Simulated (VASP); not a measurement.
**TePb: relaxation of cell and atoms with PBE**

TePb:

```
Te Pb
1.0
     0.00000    3.27090    3.27090
     3.27090    0.00000    3.27090
     3.27090    3.27090    0.00000
Te Pb
1 1
Direct
  0.00000 0.00000 0.00000
  0.50000 0.50000 0.50000
```

* Program: VASP 6.6.1
* Task: relaxation of cell and atoms
* Functional: PBE
* Potentials or basis: VASP PAW PBE potentials, release 64 (Te, Pb_d)
* Cutoff: 600 eV
* k mesh: 8 × 8 × 8
* Occupations: gaussian, width 0.02 eV
* Spin: no spin polarisation
* Dipole correction: no
* Further INCAR settings: ALGO = Normal; EDIFF = 1e-07; IBRION = 2; EDIFFG = -0.01; NSW = 100; ISIF = 3

```json
{"Relaxed volume": "35.42 Å³/atom", "Relaxed cell": "a = 4.645 Å, b = 4.645 Å, c = 4.645 Å, α = 60.00°, β = 60.00°, γ = 60.00°", "Space group after relaxing (to 0.05 Å)": "Fm-3m (No. 225)", "Energy gained by relaxing": "0.7 meV/atom", "Ionic steps": "3", "Pressure after relaxing": "0.0 GPa", "Band gap on the k mesh": "0.83 eV, direct"}
```

Step by step:
```tsv
step	energy change (eV)	largest force (eV/Å)	pressure (GPa)	volume (Å³)
1	0.0000	0.0000	0.49	69.99
2	-0.0012	0.0000	-0.13	71.09
3	-0.0013	0.0000	0.00	70.85
```

Final structure:
```
CELL_PARAMETERS angstrom
0.00000 3.28424 3.28424
3.28424 0.00000 3.28424
3.28424 3.28424 0.00000
ATOMIC_POSITIONS crystal
Te 0.00000 0.00000 0.00000
Pb 0.50000 0.50000 0.50000
```

Levels at points of the mesh, in eV from the valence-band top:
| k point | band 8 | band 9 | band 10 | band 11 | band 12 | band 13 |
| --- | --- | --- | --- | --- | --- | --- |
| (0.00, 0.00, 0.00) | -1.16 | -1.16 | -1.16 | 4.03 | 4.03 | 4.03 |
| (0.50, 0.00, 0.00) | -0.73 | -0.73 | 0.00 | 0.83 | 1.39 | 1.39 |
| (0.50, 0.50, 0.00) | -4.11 | -2.52 | -2.52 | 3.51 | 5.31 | 5.31 |

Run time: 98 s on 1 thread of Intel Xeon 6975P-C, with other jobs on the host, peak memory 0.26 GiB.

Caveat: spin-orbit coupling is left out, which moves the levels of the heavy elements. A k mesh can miss the band edges.
